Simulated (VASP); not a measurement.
# Sc (Pm-3m) in VASP: notebook, part 2 of 2

VASP 6.6.1.

### Step 3. Relaxation of cell and atoms, PBE

This run uses another cell than the first one, of 26.71 Å³/atom, 1.019 times its volume.

INCAR

```
SYSTEM = Sc
ALGO = Normal
EDIFF = 1E-7
EDIFFG = -0.005
ENCUT = 600
GGA = PE
IBRION = 2
ISIF = 3
ISMEAR = -1
LASPH = .True.
LCHARG = .False.
LREAL = .False.
LWAVE = .False.
NELM = 100
NSW = 60
PREC = Accurate
SIGMA = 0.08
```

KPOINTS

```
k-points
0
Gamma
  13 13 13
  0 0 0
```

POSCAR

```
Sc
1.0
    2.9893220388      0.0000000000      0.0000000000
    0.0000000000      2.9893220388      0.0000000000
    0.0000000000      0.0000000000      2.9893220388
Sc
1
Direct
    0.0000000000      0.0000000000      0.0000000000
```

Potentials or basis: VASP PAW PBE potentials, release 64 (Sc_sv).

On the command line:

```console
$ cat potpaw_PBE.64/Sc_sv/POTCAR > POTCAR
$ mpirun -np 1 vasp_std > vasp.out
```

OUTCAR:

```text
SYSTEM = Sc
   EDIFF = 1E-7
   EDIFFG = -0.005
   ENCUT = 600
   GGA = PE
   IBRION = 2
   ISIF = 3
   ISMEAR = -1
   LASPH = .True.
   LREAL = .False.
   NELM = 100
   NSW = 60
   PREC = Accurate

 ion  position               nearest neighbor table
   1  0.000  0.000  0.000-

  LATTYP: Found a simple cubic cell.
 ALAT       =     2.9893220388

  Lattice vectors:

 A1 = (   2.9893220388,   0.0000000000,   0.0000000000)
 A2 = (   0.0000000000,   2.9893220388,   0.0000000000)
 A3 = (   0.0000000000,   0.0000000000,   2.9893220388)

Analysis of symmetry for initial positions (statically):
=====================================================================
 Subroutine PRICEL returns:
 Original cell was already a primitive cell.

 Routine SETGRP: Setting up the symmetry group for a
 simple cubic supercell.

 Subroutine GETGRP returns: Found 48 space group operations
 (whereof 48 operations were pure point group operations)
 out of a pool of 48 trial point group operations.

The static configuration has the point symmetry O_h .

Analysis of symmetry for dynamics (positions and initial velocities):
=====================================================================
 Subroutine PRICEL returns:
 Original cell was already a primitive cell.

 Routine SETGRP: Setting up the symmetry group for a
 simple cubic supercell.

 Subroutine GETGRP returns: Found 48 space group operations
 (whereof 48 operations were pure point group operations)
 out of a pool of 48 trial point group operations.

The dynamic configuration has the point symmetry O_h .

 Subroutine INISYM returns: Found 48 space group operations
 (whereof 48 operations are pure point group operations),
 and found     1 'primitive' translations

----------------------------------------------------------------------------------------

                                     Primitive cell
[... 125 lines left out ...]
 NGX is ok and might be reduce to    24
   NGX = 11   NGY = 11   NGZ = 11

--------------------------------------- Ionic step        1  -------------------------------------------

 number of electron      11.0000001 magnetization

 Free energy of the ion-electron system (eV)
  ---------------------------------------------------
  ext. energy  EPLUGINS =         0.00000000
  ---------------------------------------------------
  free energy    TOTEN  =        -5.51296188 eV

  energy without entropy =       -5.45238271  energy(sigma->0) =       -5.48267230

------------------------ aborting loop because EDIFF is reached ----------------------------------------

  FORCE on cell =-STRESS in cart. coord.  units (eV):
  Direction    XX          YY          ZZ          XY          YZ          ZX
  --------------------------------------------------------------------------------------
  -------------------------------------------------------------------------------------
  Total       -0.0986599     -0.0986599     -0.0986599     -0.0000000     -0.0000000      0.0000000
  in kB       -5.9174301     -5.9174301     -5.9174301     -0.0000000     -0.0000000      0.0000000
  external PRESSURE =      -5.9174301 kB  Pullay stress =       0.0000000 kB
[... 57 lines left out ...]
--------------------------------------- Ionic step        3  -------------------------------------------

 number of electron      10.9999998 magnetization

 Free energy of the ion-electron system (eV)
  ---------------------------------------------------
  ext. energy  EPLUGINS =         0.00000000
  ---------------------------------------------------
  free energy    TOTEN  =        -5.51380260 eV

  energy without entropy =       -5.45373671  energy(sigma->0) =       -5.48376966

 E-fermi :   3.4323     XC(G=0):  -9.5608

 val. band max:        3.4314090195   @ k =   0.3077   0.2308   0.0000
 cond. band min:       3.4396714892   @ k =   0.2308   0.2308   0.0000
 fundamental gap:      0.0082624696
 Fermi energy:         3.4322725904

 k-point     1 :       0.0000    0.0000    0.0000
  band No.  band energies     occupation
      1     -46.2666      2.00000
      2     -24.6453      2.00000
      3     -24.6453      2.00000
      4     -24.6453      2.00000
      5      -1.5642      2.00000
      6       2.9485      1.99528
      7       2.9485      1.99528
      8       7.1608      0.00000
      9       7.1608      0.00000
[... 265 lines left out ...]
 k-point    24 :       0.3846    0.3077    0.0000
  band No.  band energies     occupation
      1     -46.1731      2.00000
      2     -25.0434      2.00000
      3     -24.9364      2.00000
      4     -24.5779      2.00000
      5       1.8085      2.00000
      6       3.2494      1.81537
      7       5.0343      0.00000
      8       5.8464      0.00000
      9       6.0151      0.00000

 [... further k-points ...]

------------------------ aborting loop because EDIFF is reached ----------------------------------------

  FORCE on cell =-STRESS in cart. coord.  units (eV):
  Direction    XX          YY          ZZ          XY          YZ          ZX
  --------------------------------------------------------------------------------------
  -------------------------------------------------------------------------------------
  Total       -0.0015486     -0.0015486     -0.0015486      0.0000000     -0.0000000      0.0000000
  in kB       -0.0944614     -0.0944614     -0.0944614      0.0000000     -0.0000000      0.0000000
  external PRESSURE =      -0.0944614 kB  Pullay stress =       0.0000000 kB
[... 16 lines left out ...]
  FREE ENERGIE OF THE ION-ELECTRON SYSTEM (eV)
  ---------------------------------------------------
  free  energy   TOTEN  =        -5.5138026007 eV

  energy  without entropy=       -5.4537367142  energy(sigma->0) =       -5.48376966

 reached required accuracy - stopping structural energy minimisation
```

OSZICAR:

```text
N       E                     dE             d eps       ncg     rms          rms(c)
DAV:   1     0.833362205657E+02    0.83336E+02   -0.56793E+03  1520   0.130E+03
DAV:   2    -0.416890961043E+01   -0.87505E+02   -0.86628E+02  1530   0.344E+02
[... 20 lines left out ...]
   2 F= -.55137819E+01 E0= -.54837120E+01  d E =-.820065E-03
       N       E                     dE             d eps       ncg     rms          rms(c)
DAV:   1    -0.551458098539E+01   -0.79909E-03   -0.21316E-02  1955   0.255E+00    0.188E-01
DAV:   2    -0.551382809120E+01    0.75289E-03   -0.26349E-03  2263   0.768E-01    0.451E-02
DAV:   3    -0.551380242833E+01    0.25663E-04   -0.11097E-04  2344   0.159E-01    0.209E-02
DAV:   4    -0.551380260795E+01   -0.17962E-06   -0.99705E-06  1674   0.307E-02    0.105E-03
DAV:   5    -0.551380260074E+01    0.72037E-08   -0.18088E-07  1589   0.676E-03
   3 F= -.55138026E+01 E0= -.54837697E+01  d E =-.840717E-03
```

It took 16 s on 1 thread of Intel Xeon 6975P-C (Granite Rapids), shared host; peak memory 0.16 GiB.

Results:

```
Free energy                            : -5.5138 eV
Relaxed volume                         : 26.27 Å³/atom
Relaxed cell                           : a = 2.973 Å, b = 2.973 Å, c = 2.973 Å, α = 90.00°, β = 90.00°, γ = 90.00°
Space group after relaxing (to 0.05 Å) : Pm-3m (No. 221)
Energy gained by relaxing              : 0.8 meV/atom
Ionic steps                            : 3
Pressure after relaxing                : 0.0 GPa
```

The path:
```tsv
step	energy change (eV)	largest force (eV/Å)	pressure (GPa)	volume (Å³)
1	0.0000	0.0000	-0.59	26.71
2	-0.0008	0.0000	-0.09	26.33
3	-0.0008	0.0000	-0.01	26.27
```

Final structure:
```
CELL_PARAMETERS angstrom
2.97259 0.00000 0.00000
0.00000 2.97259 0.00000
0.00000 0.00000 2.97259
ATOMIC_POSITIONS crystal
Sc 0.00000 0.00000 0.00000
```
